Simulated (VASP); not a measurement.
# ZnAuC4N4 (P-43m) in VASP: single point with PBE

Aim: the single point of ZnAuC4N4 with PBE.

Program: VASP 6.6.1. These are calculated values, not measurements. Logs are shortened: lines on timing, memory, paths and dates and some standing lists are left out, and cuts for length are marked.

## 1. The cell of the first run

Symmetry: P-43m, No. 215, cubic system. Conventional cell: a = 6.012 Å, b = 6.012 Å, c = 6.012 Å, α = 90.00°, β = 90.00°, γ = 90.00°. Zn (site symmetry -43m) has 4 N at 1.96 Å within 2.6 Å. C (site symmetry 3m) has 1 N at 1.17 Å within 1.6 Å. Within 2.8 Å of Au (site symmetry -43m) lie 4 C at 2.08 Å. N (site symmetry 3m) has 1 C at 1.17 Å within 1.6 Å.

## 2. Single point, PBE, collinear spin

Contents of INCAR:

```
ALGO = Normal
EDIFF = 1E-6
ENCUT = 520
GGA = PE
ISIF = 2
ISMEAR = 0
ISPIN = 2
LASPH = T
LCHARG = F
LMAXMIX = 4
LORBIT = 11
LREAL = F
LWAVE = F
MAGMOM = 0 0 0 0 0 1 0 0 0 0
NBANDS = 44
NELM = 150
PREC = Accurate
SIGMA = 0.1
```

Contents of KPOINTS:

```
k-points
0
Gamma
  4 4 4
```

Contents of POSCAR:

```
ZnAuC4N4
1.0
    6.0122386656      0.0000000000      0.0000000000
    0.0000000000      6.0122386656      0.0000000000
    0.0000000000      0.0000000000      6.0122386656
Zn C Au N
1 4 1 4
Direct
    0.5000000000      0.5000000000      0.5000000000
    0.2000707192      0.2000707192      0.2000707192
    0.2000707192      0.7999292808      0.7999292808
    0.7999292808      0.2000707192      0.7999292808
    0.7999292808      0.7999292808      0.2000707192
    0.0000000000      0.0000000000      0.0000000000
    0.3121166765      0.3121166765      0.3121166765
    0.3121166765      0.6878833235      0.6878833235
    0.6878833235      0.3121166765      0.6878833235
    0.6878833235      0.6878833235      0.3121166765
```

Potentials or basis: VASP PAW PBE potentials, release 64 (Zn, C, Au, N).

On the command line:

```sh
$ cat potpaw_PBE.64/Zn/POTCAR potpaw_PBE.64/C/POTCAR potpaw_PBE.64/Au/POTCAR potpaw_PBE.64/N/POTCAR > POTCAR
$ mpirun -np 1 vasp_std > vasp.out
```

OUTCAR:

```text
EDIFF = 1E-6
   ENCUT = 520
   GGA = PE
   ISIF = 2
   ISMEAR = 0
   ISPIN = 2
   LASPH = T
   LORBIT = 11
   LREAL = F
   NELM = 150
   PREC = Accurate

 ion  position               nearest neighbor table
   1  0.500  0.500  0.500-   7 1.96   8 1.96   9 1.96  10 1.96
   2  0.200  0.200  0.200-   7 1.17   6 2.08
   3  0.200  0.800  0.800-   8 1.17   6 2.08
   4  0.800  0.200  0.800-   9 1.17   6 2.08
   5  0.800  0.800  0.200-  10 1.17   6 2.08
   6  0.000  0.000  0.000-   2 2.08   3 2.08   4 2.08   5 2.08
   7  0.312  0.312  0.312-   2 1.17   1 1.96
   8  0.312  0.688  0.688-   3 1.17   1 1.96
   9  0.688  0.312  0.688-   4 1.17   1 1.96
  10  0.688  0.688  0.312-   5 1.17   1 1.96

  LATTYP: Found a simple cubic cell.
 ALAT       =     6.0122386656

  Lattice vectors:

 A1 = (   6.0122386656,   0.0000000000,   0.0000000000)
 A2 = (   0.0000000000,   6.0122386656,   0.0000000000)
 A3 = (   0.0000000000,   0.0000000000,   6.0122386656)

Analysis of symmetry for initial positions (statically):
=====================================================================
 Subroutine PRICEL returns:
 Original cell was already a primitive cell.

 Routine SETGRP: Setting up the symmetry group for a
 simple cubic supercell.

 Subroutine GETGRP returns: Found 24 space group operations
 (whereof 24 operations were pure point group operations)
 out of a pool of 48 trial point group operations.

The static configuration has the point symmetry T_d .

Analysis of symmetry for dynamics (positions and initial velocities):
=====================================================================
 Subroutine PRICEL returns:
 Original cell was already a primitive cell.

 Routine SETGRP: Setting up the symmetry group for a
 simple cubic supercell.

 Subroutine GETGRP returns: Found 24 space group operations
 (whereof 24 operations were pure point group operations)
 out of a pool of 48 trial point group operations.

The dynamic configuration has the point symmetry T_d .

Analysis of structural, dynamic, and magnetic symmetry:
=====================================================================
 Subroutine PRICEL returns:
 Original cell was already a primitive cell.

 Routine SETGRP: Setting up the symmetry group for a
 simple cubic supercell.

 Subroutine GETGRP returns: Found 24 space group operations
 (whereof 24 operations were pure point group operations)
 out of a pool of 48 trial point group operations.

The overall configuration has the point symmetry T_d .

 Subroutine INISYM returns: Found 24 space group operations
 (whereof 24 operations are pure point group operations),
 and found     1 'primitive' translations

----------------------------------------------------------------------------------------

                                     Primitive cell

  volume of cell :     217.3245

  direct lattice vectors                    reciprocal lattice vectors
     6.012238666  0.000000000  0.000000000     0.166327396  0.000000000  0.000000000
     0.000000000  6.012238666  0.000000000     0.000000000  0.166327396  0.000000000
     0.000000000  0.000000000  6.012238666     0.000000000  0.000000000  0.166327396

  length of vectors
     6.012238666  6.012238666  6.012238666     0.166327396  0.166327396  0.166327396

  position of ions in fractional coordinates (direct lattice)
     0.500000000  0.500000000  0.500000000
     0.200070719  0.200070719  0.200070719
     0.200070719  0.799929281  0.799929281
     0.799929281  0.200070719  0.799929281
     0.799929281  0.799929281  0.200070719
     0.000000000  0.000000000  0.000000000
     0.312116676  0.312116676  0.312116676
     0.312116676  0.687883324  0.687883324
     0.687883324  0.312116676  0.687883324
     0.687883324  0.687883324  0.312116676

  ion indices of the primitive-cell ions
   primitive index   ion index
                 1           1
                 2           2
                 3           3
                 4           4
                 5           5
                 6           6
                 7           7
                 8           8
                 9           9
                10          10

----------------------------------------------------------------------------------------

 KPOINTS: k-points

Automatic generation of k-mesh.
 Grid dimensions read from file:
 generate k-points for:    4    4    4

 Generating k-lattice:

  Cartesian coordinates                     Fractional coordinates (reciprocal lattice)
     0.041581849  0.000000000  0.000000000     0.250000000  0.000000000  0.000000000
     0.000000000  0.041581849  0.000000000     0.000000000  0.250000000  0.000000000
     0.000000000  0.000000000  0.041581849     0.000000000  0.000000000  0.250000000

  Length of vectors
     0.041581849  0.041581849  0.041581849

  Shift w.r.t. Gamma in fractional coordinates (k-lattice)
     0.000000000  0.000000000  0.000000000

 Subroutine IBZKPT returns following result:
 ===========================================

 Found     10 irreducible k-points:

 Following reciprocal coordinates:
            Coordinates               Weight
  0.000000  0.000000  0.000000      1.000000
  0.250000  0.000000  0.000000      6.000000
  0.500000  0.000000  0.000000      3.000000
  0.250000  0.250000  0.000000     12.000000
  0.500000  0.250000  0.000000     12.000000
  0.500000  0.500000  0.000000      3.000000
  0.250000  0.250000  0.250000      8.000000
  0.500000  0.250000  0.250000     12.000000
  0.500000  0.500000  0.250000      6.000000
  0.500000  0.500000  0.500000      1.000000
   k-points           NKPTS =     10   k-points in BZ     NKDIM =     10   number of bands    NBANDS=     44
   number of dos      NEDOS =    301   number of ions     NIONS =     10
   total plane-waves  NPLWV = 110592
   dimension x,y,z NGX =    48 NGY =   48 NGZ =   48
   dimension x,y,z NGXF=    96 NGYF=   96 NGZF=   96
   ions per type =               1   4   1   4
   NGX,Y,Z   is equivalent  to a cutoff of  13.27, 13.27, 13.27 a.u.
   NGXF,Y,Z  is equivalent  to a cutoff of  26.55, 26.55, 26.55 a.u.
 SYSTEM =  unknown system
   PREC   = accura    normal or accurate (medium, high low for compatibility)
   ISTART =      0    job   : 0-new  1-cont  2-samecut
   ICHARG =      2    charge: 1-file 2-atom 10-const
   ISPIN  =      2    spin polarized calculation?
   LNONCOLLINEAR =      F non collinear calculations
   LSORBIT =      F    spin-orbit coupling
   LASPH  =      T    aspherical Exc in radial PAW
   ENCUT  =  520.0 eV  38.22 Ry    6.18 a.u.  11.18 11.18 11.18*2*pi/ulx,y,z
   NELM   =    150;   NELMIN=  2; NELMDL= -5     # of ELM steps
   EDIFF  = 0.1E-05   stopping-criterion for ELM
   LREAL  =      F    real-space projection
   EDIFFG = 0.1E-04   stopping-criterion for IOM
   NSW    =      0    number of steps for IOM
   IBRION =     -1    ionic relax: 0-MD 1-quasi-New 2-CG
   NFREE  =      0    steps in history (QN), initial steepest desc. (CG)
   ISIF   =      2    stress and relaxation
   ISYM   =      2    0-nonsym 1-usesym 2-fastsym
   POTIM  = 0.5000    time-step for ionic-motion
   TEBEG  =    0.0;   TEEND  =   0.0 temperature during run
   PSTRESS=    0.0 pullay stress
   NELECT =      59.0000    total number of electrons
   NUPDOWN=      -1.0000    fix difference up-down
   EMIN   =  10.00;   EMAX   =-10.00  energy-range for DOS
   EFERMI =   0.00;   METHOD = LEGACY
   ISMEAR =     0;   SIGMA  =   0.10  broadening in eV -4-tet -1-fermi 0-gaus
   EFERMI_NEDOS =   21; number of points for ismear=-14 and -15
   IALGO  =     38    algorithm
   IMIX   =      4    mixing-type and parameters
     AMIX     =   0.40;   BMIX     =  1.00
     AMIX_MAG =   1.60;   BMIX_MAG =  1.00
  volume/ion in A,a.u.               =      21.73       146.66
  Fermi-wavevector in a.u.,A,eV,Ry     =   1.060041  2.003187 15.288686  1.123687
  Thomas-Fermi vector in A             =   2.195408
   LORBIT       =     11    0 simple, 1 ext, 2 COOP (PROOUT), +10 PAW based schemes
   GGA     = PE    functional components
   LHFCALC =     F    Hartree Fock is set to
   AEXX    =    0.0000 exact exchange contribution
   IVDW    =     0    specifies the selected vdW correction
   LEPSILON=     F    determine dielectric tensor
   LRPA    =     F    only Hartree local field effects (RPA)
 spin polarized calculation
 Gauss-broadening in eV      SIGMA  =   0.10
  energy-cutoff  :      520.00
  volume of cell :      217.32
 maximum number of plane-waves:      5904
 NGX is ok and might be reduce to    48
   NGX = 23   NGY = 23   NGZ = 23

 number of electron      59.0000042 magnetization       0.9948931

 Free energy of the ion-electron system (eV)
  ---------------------------------------------------
  ext. energy  EPLUGINS =         0.00000000
  ---------------------------------------------------
  free energy    TOTEN  =       -69.26419806 eV

  energy without entropy =      -69.21471072  energy(sigma->0) =      -69.23945439

 E-fermi :  -2.2272     XC(G=0):  -7.0823

 val. band max:       -2.2578126658   @ k =   0.5000   0.2500   0.2500
 cond. band min:      -2.2198429155   @ k =   0.2500   0.2500   0.0000
 fundamental gap:      0.0379697503
 Fermi energy:        -2.2271911246

 spin component 1

 k-point     1 :       0.0000    0.0000    0.0000
  band No.  band energies     occupation
      1     -18.9852      1.00000
      2     -18.8597      1.00000
      3     -18.8597      1.00000
      4     -18.8597      1.00000
      5     -10.0080      1.00000
      6      -9.2250      1.00000
[... 429 lines left out ...]
     40       6.0161      0.00000
     41       6.0161      0.00000
 Fermi energy:        -2.2271911246

 spin component 2

 k-point     1 :       0.0000    0.0000    0.0000
  band No.  band energies     occupation
      1     -18.9121      1.00000
      2     -18.7858      1.00000
      3     -18.7858      1.00000
      4     -18.7858      1.00000
      5      -9.9045      1.00000
      6      -9.1230      1.00000
[... 429 lines left out ...]
     40       6.0641      0.00000
     41       6.0641      0.00000
 [bands above 41 left out]

------------------------ aborting loop because EDIFF is reached ----------------------------------------

  FORCE on cell =-STRESS in cart. coord.  units (eV):
  Direction    XX          YY          ZZ          XY          YZ          ZX
  --------------------------------------------------------------------------------------
  -------------------------------------------------------------------------------------
  Total        0.9851998      0.9851998      0.9851998      0.0000000      0.0000000      0.0000000
  in kB        7.2631706      7.2631706      7.2631706      0.0000000      0.0000000      0.0000000
  external PRESSURE =       7.2631706 kB  Pullay stress =       0.0000000 kB

 VOLUME and BASIS-vectors are now :
 -----------------------------------------------------------------------------
  energy-cutoff  :      520.00
  volume of cell :      217.32
      direct lattice vectors                 reciprocal lattice vectors
     6.012238666  0.000000000  0.000000000     0.166327396  0.000000000  0.000000000
     0.000000000  6.012238666  0.000000000     0.000000000  0.166327396  0.000000000
     0.000000000  0.000000000  6.012238666     0.000000000  0.000000000  0.166327396

 POSITION                                       TOTAL-FORCE (eV/Angst)
 -----------------------------------------------------------------------------------
      3.00612      3.00612      3.00612        -0.000000      0.000000      0.000000
      1.20287      1.20287      1.20287        -0.178543     -0.178543     -0.178543
      1.20287      4.80937      4.80937        -0.178543      0.178543      0.178543
      4.80937      1.20287      4.80937         0.178543     -0.178543      0.178543
      4.80937      4.80937      1.20287         0.178543      0.178543     -0.178543
      0.00000      0.00000      0.00000        -0.000000      0.000000      0.000000
      1.87652      1.87652      1.87652         0.163896      0.163896      0.163896
      1.87652      4.13572      4.13572         0.163896     -0.163896     -0.163896
      4.13572      1.87652      4.13572        -0.163896      0.163896     -0.163896
      4.13572      4.13572      1.87652        -0.163896     -0.163896      0.163896
 -----------------------------------------------------------------------------------
    total drift:                                0.000000      0.000000     -0.000000

  FREE ENERGIE OF THE ION-ELECTRON SYSTEM (eV)
  ---------------------------------------------------
  free  energy   TOTEN  =       -69.2641980636 eV

  energy  without entropy=      -69.2147107190  energy(sigma->0) =      -69.23945439

 total charge

# of ion       s       p       d       tot
------------------------------------------
    1        0.452   0.558   9.860  10.870
    2        0.949   1.610   0.000   2.558
    3        0.949   1.610   0.000   2.558
    4        0.949   1.610   0.000   2.558
    5        0.949   1.610   0.000   2.558
    6        0.587   0.671   8.517   9.774
    7        1.299   2.601   0.000   3.900
    8        1.299   2.601   0.000   3.900
    9        1.299   2.601   0.000   3.900
   10        1.299   2.601   0.000   3.900
--------------------------------------------------
tot         10.029  18.073  18.377  46.479

 magnetization (x)

# of ion       s       p       d       tot
------------------------------------------
    1       -0.001   0.004   0.013   0.016
    2        0.015   0.034   0.000   0.049
    3        0.015   0.034   0.000   0.049
    4        0.015   0.034   0.000   0.049
    5        0.015   0.034   0.000   0.049
    6       -0.000   0.075   0.337   0.412
    7        0.001   0.034   0.000   0.035
    8        0.001   0.034   0.000   0.035
    9        0.001   0.034   0.000   0.035
   10        0.001   0.034   0.000   0.035
--------------------------------------------------
tot          0.061   0.353   0.350   0.764
```

It took 2.9 min on 1 thread of Intel Xeon Platinum 8488C (Sapphire Rapids), shared host; peak memory 0.48 GiB.

Results:

* Free energy: -69.2642 eV
* Pressure: 0.7 GPa
* Largest force: 0.309 eV/Å
* Band gap on the k mesh: zero (filled and empty bands overlap)
* Net moment: 0.99 μB per cell
* Site moments: Zn +0.02; C +0.05; Au +0.41; N +0.04 μB
* Valence electrons inside the program's atomic spheres: Zn 10.87; C 2.56; Au 9.77; N 3.90

Forces in eV/Å, atoms in the order of the input:
```
Zn   0.000  0.000  0.000
C   -0.179 -0.179 -0.179
C   -0.179  0.179  0.179
C    0.179 -0.179  0.179
C    0.179  0.179 -0.179
Au   0.000  0.000  0.000
N    0.164  0.164  0.164
N    0.164 -0.164 -0.164
N   -0.164  0.164 -0.164
N   -0.164 -0.164  0.164
```

Levels at points of the mesh, in eV from the Fermi level:
Spin up:
```
           k point  band 26  band 27  band 28  band 29  band 30  band 31  band 32  band 33  band 34  band 35
(0.00, 0.00, 0.00)    -2.06    -2.06    -0.51    -0.51    -0.51     5.06     5.06     5.06     5.73     5.73
(0.50, 0.00, 0.00)    -1.97    -1.87    -0.42    -0.19    -0.19     4.99     4.99     5.30     5.49     5.87
(0.50, 0.50, 0.00)    -1.88    -1.85    -0.42    -0.18    -0.18     5.31     5.31     5.32     5.36     5.74
(0.50, 0.50, 0.50)    -1.83    -1.83    -0.44    -0.44    -0.44     5.35     5.35     5.35     5.85     5.85
```
Spin down:
```
           k point  band 27  band 28  band 29  band 30  band 31  band 32
(0.00, 0.00, 0.00)    -1.97    -0.24    -0.24    -0.24     5.19     5.19
(0.50, 0.00, 0.00)    -1.79    -0.16     0.07     0.07     5.10     5.10
(0.50, 0.50, 0.00)    -1.76    -0.15     0.08     0.08     5.42     5.42
(0.50, 0.50, 0.50)    -1.75    -0.17    -0.17    -0.17     5.47     5.47
```

Caveat: spin-orbit coupling is left out, which moves the levels of the heavy elements.

The gap in the log of VASP goes by the Fermi energy; the results here count the filled bands.